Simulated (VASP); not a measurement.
# TaSi4W (P6/mmm) in VASP: single point with PBE

Aim: the single point of TaSi4W with PBE.

Program: VASP 6.6.1. These are calculated values, not measurements. Logs are shortened: lines on timing, memory, paths and dates and some standing lists are left out, and cuts for length are marked.

## (1) The cell of the first run

Symmetry: P6/mmm, No. 191, hexagonal system. Conventional cell: a = 4.275 Å, b = 4.275 Å, c = 9.683 Å, α = 90.00°, β = 90.00°, γ = 120.00°. Ta (site symmetry 6/mmm) has 2 Si at 2.43 Å within 3.2 Å. Within 3.2 Å of Si (site symmetry 6mm) lie 1 W at 2.41 Å and 1 Ta at 2.43 Å. Within 3.3 Å of Si (site symmetry -6m2) lie 3 Si at 2.47 Å and 3 W at 2.47 Å. W (site symmetry 6/mmm) has 8 Si at 2.41 to 2.47 Å within 3.2 Å.

The cell was generated, and may not be a known phase.

## (2) Single point, PBE

Contents of INCAR:

```
SYSTEM = TaSi4W
PREC = Accurate
ENCUT = 500
EDIFF = 1E-6
ISMEAR = 0
SIGMA = 0.2
LREAL = .FALSE.
LASPH = .TRUE.
NELM = 120
ALGO = Normal
ISIF = 2
LWAVE = .FALSE.
LCHARG = .TRUE.
GGA = PE
LELF = .TRUE.
LVHAR = .TRUE.
NBANDS = 30
GGA_COMPAT = .FALSE.
```

Contents of KPOINTS:

```
Automatic mesh
0
G
  4 4 2
  0 0 0
```

Contents of POSCAR:

```
TaSi4W
1.0
    4.2747117039      0.0000000000      0.0000000000
   -2.1373558519      3.7020089294      0.0000000000
    0.0000000000      0.0000000000      9.6825848045
Ta Si W
1 4 1
Direct
    0.0000000000      0.0000000000      0.5000000000
    0.0000000000      0.0000000000      0.2488347179
    0.0000000000      0.0000000000      0.7511652821
    0.3333333333      0.6666666667      0.0000000000
    0.6666666667      0.3333333333      0.0000000000
    0.0000000000      0.0000000000      0.0000000000
```

Potentials or basis: VASP PAW PBE potentials, release 64 (Ta_pv, Si, W_sv).

Started as:

```bash
cat potpaw_PBE.64/Ta_pv/POTCAR potpaw_PBE.64/Si/POTCAR potpaw_PBE.64/W_sv/POTCAR > POTCAR
mpirun -np 1 vasp_std > vasp.out
```

OUTCAR:

```text
SYSTEM = TaSi4W
   PREC = Accurate
   ENCUT = 500
   EDIFF = 1E-6
   ISMEAR = 0
   LREAL = .FALSE.
   LASPH = .TRUE.
   NELM = 120
   ISIF = 2
   GGA = PE

 ion  position               nearest neighbor table
   1  0.000  0.000  0.500-   2 2.43   3 2.43
   2  0.000  0.000  0.249-   6 2.41   1 2.43
   3  0.000  0.000  0.751-   6 2.41   1 2.43
   4  0.333  0.667  0.000-   5 2.47   6 2.47   5 2.47   6 2.47   6 2.47   5 2.47
   5  0.667  0.333  0.000-   4 2.47   6 2.47   4 2.47   6 2.47   6 2.47   4 2.47
   6  0.000  0.000  0.000-   2 2.41   3 2.41   4 2.47   5 2.47   4 2.47   5 2.47   5 2.47   4 2.47

  LATTYP: Found a hexagonal cell.
 ALAT       =     4.2747117039
 C/A-ratio  =     2.2650848701

  Lattice vectors:

 A1 = (   4.2747117039,   0.0000000000,   0.0000000000)
 A2 = (  -2.1373558519,   3.7020089294,   0.0000000000)
 A3 = (   0.0000000000,   0.0000000000,   9.6825848045)

Analysis of symmetry for initial positions (statically):
=====================================================================
 Subroutine PRICEL returns:
 Original cell was already a primitive cell.

 Routine SETGRP: Setting up the symmetry group for a
 hexagonal supercell.

 Subroutine GETGRP returns: Found 24 space group operations
 (whereof 24 operations were pure point group operations)
 out of a pool of 24 trial point group operations.

The static configuration has the point symmetry D_6h.

Analysis of symmetry for dynamics (positions and initial velocities):
=====================================================================
 Subroutine PRICEL returns:
 Original cell was already a primitive cell.

 Routine SETGRP: Setting up the symmetry group for a
 hexagonal supercell.

 Subroutine GETGRP returns: Found 24 space group operations
 (whereof 24 operations were pure point group operations)
 out of a pool of 24 trial point group operations.

The dynamic configuration has the point symmetry D_6h.

 Subroutine INISYM returns: Found 24 space group operations
 (whereof 24 operations are pure point group operations),
 and found     1 'primitive' translations

----------------------------------------------------------------------------------------

                                     Primitive cell

  volume of cell :     153.2271

  direct lattice vectors                    reciprocal lattice vectors
     4.274711704  0.000000000  0.000000000     0.233933905  0.135061803  0.000000000
    -2.137355852  3.702008929  0.000000000     0.000000000  0.270123606  0.000000000
     0.000000000  0.000000000  9.682584804     0.000000000  0.000000000  0.103278207

  length of vectors
     4.274711704  4.274711704  9.682584804     0.270123606  0.270123606  0.103278207

  position of ions in fractional coordinates (direct lattice)
     0.000000000  0.000000000  0.500000000
     0.000000000  0.000000000  0.248834718
     0.000000000  0.000000000  0.751165282
     0.333333333  0.666666667  0.000000000
     0.666666667  0.333333333  0.000000000
     0.000000000  0.000000000  0.000000000

  ion indices of the primitive-cell ions
   primitive index   ion index
                 1           1
                 2           2
                 3           3
                 4           4
                 5           5
                 6           6

----------------------------------------------------------------------------------------

 KPOINTS: Automatic mesh

Automatic generation of k-mesh.
 Grid dimensions read from file:
 generate k-points for:    4    4    2

 Generating k-lattice:

  Cartesian coordinates                     Fractional coordinates (reciprocal lattice)
     0.058483476  0.033765451  0.000000000     0.250000000  0.000000000  0.000000000
     0.000000000  0.067530901  0.000000000     0.000000000  0.250000000  0.000000000
     0.000000000  0.000000000  0.051639104     0.000000000  0.000000000  0.500000000

  Length of vectors
     0.067530901  0.067530901  0.051639104

  Shift w.r.t. Gamma in fractional coordinates (k-lattice)
     0.000000000  0.000000000  0.000000000

 Subroutine IBZKPT returns following result:
 ===========================================

 Found      8 irreducible k-points:

 Following reciprocal coordinates:
            Coordinates               Weight
  0.000000  0.000000  0.000000      1.000000
  0.250000  0.000000  0.000000      6.000000
  0.500000  0.000000  0.000000      3.000000
  0.250000  0.250000  0.000000      6.000000
  0.000000  0.000000  0.500000      1.000000
  0.250000  0.000000  0.500000      6.000000
  0.500000  0.000000  0.500000      3.000000
  0.250000  0.250000  0.500000      6.000000
   k-points           NKPTS =      8   k-points in BZ     NKDIM =      8   number of bands    NBANDS=     30
   number of dos      NEDOS =    301   number of ions     NIONS =      6
   total plane-waves  NPLWV =  73728
   dimension x,y,z NGX =    32 NGY =   32 NGZ =   72
   dimension x,y,z NGXF=    64 NGYF=   64 NGZF=  144
   ions per type =               1   4   1
   NGX,Y,Z   is equivalent  to a cutoff of  12.44, 12.44, 12.36 a.u.
   NGXF,Y,Z  is equivalent  to a cutoff of  24.89, 24.89, 24.72 a.u.
 SYSTEM =  TaSi4W
   PREC   = accura    normal or accurate (medium, high low for compatibility)
   ISTART =      0    job   : 0-new  1-cont  2-samecut
   ICHARG =      2    charge: 1-file 2-atom 10-const
   ISPIN  =      1    spin polarized calculation?
   LNONCOLLINEAR =      F non collinear calculations
   LSORBIT =      F    spin-orbit coupling
   LASPH  =      T    aspherical Exc in radial PAW
   ENCUT  =  500.0 eV  36.75 Ry    6.06 a.u.   7.79  7.79 17.65*2*pi/ulx,y,z
   NELM   =    120;   NELMIN=  2; NELMDL= -5     # of ELM steps
   EDIFF  = 0.1E-05   stopping-criterion for ELM
   LREAL  =      F    real-space projection
[... 7 lines left out ...]
   TEBEG  =    0.0;   TEEND  =   0.0 temperature during run
   PSTRESS=    0.0 pullay stress
   NELECT =      41.0000    total number of electrons
   NUPDOWN=      -1.0000    fix difference up-down
   EMIN   =  10.00;   EMAX   =-10.00  energy-range for DOS
   EFERMI =   0.00;   METHOD = LEGACY
   ISMEAR =     0;   SIGMA  =   0.20  broadening in eV -4-tet -1-fermi 0-gaus
   EFERMI_NEDOS =   21; number of points for ismear=-14 and -15
   IALGO  =     38    algorithm
   IMIX   =      4    mixing-type and parameters
     AMIX     =   0.40;   BMIX     =  1.00
     AMIX_MAG =   1.60;   BMIX_MAG =  1.00
  volume/ion in A,a.u.               =      25.54       172.34
  Fermi-wavevector in a.u.,A,eV,Ry     =   1.054931  1.993531 15.141657  1.112880
  Thomas-Fermi vector in A             =   2.190110
   LORBIT       =      0    0 simple, 1 ext, 2 COOP (PROOUT), +10 PAW based schemes
   GGA     = PE    functional components
   LHFCALC =     F    Hartree Fock is set to
   AEXX    =    0.0000 exact exchange contribution
   IVDW    =     0    specifies the selected vdW correction
   LEPSILON=     F    determine dielectric tensor
   LRPA    =     F    only Hartree local field effects (RPA)
 non-spin polarized calculation
 Gauss-broadening in eV      SIGMA  =   0.20
  energy-cutoff  :      500.00
  volume of cell :      153.23
 maximum number of plane-waves:      3914
 NGX is ok and might be reduce to    32
   NGX = 15   NGY = 15   NGZ = 35

 number of electron      41.0000002 magnetization

 Free energy of the ion-electron system (eV)
  ---------------------------------------------------
  ext. energy  EPLUGINS =         0.00000000
  ---------------------------------------------------
  free energy    TOTEN  =       -38.60448102 eV

  energy without entropy =      -38.48762139  energy(sigma->0) =      -38.54605121

 E-fermi :   3.6869     XC(G=0):  -9.1398

 val. band max:        3.6022042958   @ k =   0.5000   0.0000   0.5000
 cond. band min:       3.6995791752   @ k =   0.2500   0.2500   0.5000
 fundamental gap:      0.0973748794
 Fermi energy:         3.6869352501

 k-point     1 :       0.0000    0.0000    0.0000
  band No.  band energies     occupation
      1     -69.1440      2.00000
      2     -33.6061      2.00000
      3     -33.5429      2.00000
      4     -33.5429      2.00000
      5     -31.5445      2.00000
      6     -31.5445      2.00000
[... 22 lines left out ...]
     29       7.7677      0.00000
     30       8.6506      0.00000

 k-point     2 :       0.2500    0.0000    0.0000
  band No.  band energies     occupation
      1     -69.1439      2.00000
      2     -33.6054      2.00000
      3     -33.5531      2.00000
      4     -33.5451      2.00000
      5     -31.5496      2.00000
      6     -31.5459      2.00000
[... 22 lines left out ...]
     29       7.2006      0.00000
     30       7.7250      0.00000

 k-point     3 :       0.5000    0.0000    0.0000
  band No.  band energies     occupation
      1     -69.1438      2.00000
      2     -33.6047      2.00000
      3     -33.5633      2.00000
      4     -33.5474      2.00000
      5     -31.5547      2.00000
      6     -31.5473      2.00000
[... 22 lines left out ...]
     29       7.5663      0.00000
     30       8.0146      0.00000

 k-point     4 :       0.2500    0.2500    0.0000
  band No.  band energies     occupation
      1     -69.1438      2.00000
      2     -33.6047      2.00000
      3     -33.5593      2.00000
      4     -33.5513      2.00000
      5     -31.5529      2.00000
      6     -31.5491      2.00000
[... 22 lines left out ...]
     29       7.5146      0.00000
     30       7.6202      0.00000

 k-point     5 :       0.0000    0.0000    0.5000
  band No.  band energies     occupation
      1     -69.1440      2.00000
      2     -33.6061      2.00000
      3     -33.5429      2.00000
      4     -33.5429      2.00000
      5     -31.5445      2.00000
      6     -31.5445      2.00000
[... 22 lines left out ...]
     29       8.2598      0.00000
     30       8.2599      0.00000

 k-point     6 :       0.2500    0.0000    0.5000
  band No.  band energies     occupation
      1     -69.1439      2.00000
      2     -33.6054      2.00000
      3     -33.5531      2.00000
      4     -33.5451      2.00000
      5     -31.5496      2.00000
      6     -31.5459      2.00000
[... 22 lines left out ...]
     29       6.5808      0.00000
     30       7.4015      0.00000

 k-point     7 :       0.5000    0.0000    0.5000
  band No.  band energies     occupation
      1     -69.1438      2.00000
      2     -33.6047      2.00000
      3     -33.5633      2.00000
      4     -33.5474      2.00000
      5     -31.5548      2.00000
      6     -31.5473      2.00000
[... 22 lines left out ...]
     29       7.3787      0.00000
     30       7.7481      0.00000

 k-point     8 :       0.2500    0.2500    0.5000
  band No.  band energies     occupation
      1     -69.1438      2.00000
      2     -33.6047      2.00000
      3     -33.5593      2.00000
      4     -33.5513      2.00000
      5     -31.5529      2.00000
      6     -31.5491      2.00000
[... 22 lines left out ...]
     29       6.8406      0.00000
     30       7.8110      0.00000

------------------------ aborting loop because EDIFF is reached ----------------------------------------

  FORCE on cell =-STRESS in cart. coord.  units (eV):
  Direction    XX          YY          ZZ          XY          YZ          ZX
  --------------------------------------------------------------------------------------
  -------------------------------------------------------------------------------------
  Total        0.0606053      0.0606053      0.2661596      0.0000000      0.0000000      0.0000000
  in kB        0.6337029      0.6337029      2.7830250      0.0000000      0.0000000      0.0000000
  external PRESSURE =       1.3501436 kB  Pullay stress =       0.0000000 kB

 VOLUME and BASIS-vectors are now :
 -----------------------------------------------------------------------------
  energy-cutoff  :      500.00
  volume of cell :      153.23
      direct lattice vectors                 reciprocal lattice vectors
     4.274711704  0.000000000  0.000000000     0.233933905  0.135061803  0.000000000
    -2.137355852  3.702008929  0.000000000     0.000000000  0.270123606  0.000000000
     0.000000000  0.000000000  9.682584804     0.000000000  0.000000000  0.103278207

 POSITION                                       TOTAL-FORCE (eV/Angst)
 -----------------------------------------------------------------------------------
      0.00000      0.00000      4.84129         0.000000      0.000000     -0.000000
      0.00000      0.00000      2.40936        -0.000000      0.000000     -0.000067
      0.00000      0.00000      7.27322        -0.000000      0.000000      0.000067
     -0.00000      2.46801      0.00000        -0.000000      0.000000     -0.000000
      2.13736      1.23400      0.00000         0.000000     -0.000000      0.000000
      0.00000      0.00000      0.00000         0.000000      0.000000     -0.000000
 -----------------------------------------------------------------------------------
    total drift:                                0.000000     -0.000000     -0.000000

  FREE ENERGIE OF THE ION-ELECTRON SYSTEM (eV)
  ---------------------------------------------------
  free  energy   TOTEN  =       -38.6044810216 eV

  energy  without entropy=      -38.4876213916  energy(sigma->0) =      -38.54605121
```

Run time: 29 s. Hardware: 1 thread of Intel Xeon Platinum 8488C (Sapphire Rapids), shared host; peak memory 0.26 GiB.

Results:

| Item | Value |
| --- | --- |
| Free energy | -38.6045 eV |
| Pressure | 0.1 GPa |
| Band gap on the k mesh | zero (an odd number of electrons rules out a gap without spin polarisation) |

Levels at points of the mesh, in eV from the Fermi level:
```csv
k point,band 18,band 19,band 20,band 21,band 22,band 23
"(0.00, 0.00, 0.00)",-1.17,0.38,0.38,0.55,0.55,0.56
"(0.50, 0.00, 0.00)",-1.04,-0.96,-0.51,-0.48,0.13,1.44
"(0.00, 0.00, 0.50)",-1.06,-0.24,-0.24,0.55,0.55,0.94
"(0.50, 0.00, 0.50)",-1.55,-1.48,-0.54,-0.30,-0.08,1.14
```

Caveat: the k points lie up to 0.42 Å⁻¹ apart, too coarse for converged energies and pressures of a metal; spin-orbit coupling is left out, which moves the levels of the heavy elements; an odd number of electrons without spin polarisation forces a metal; a magnetic or distorted state may lie lower.

The gap in the log of VASP goes by the Fermi energy; the results here count the filled bands.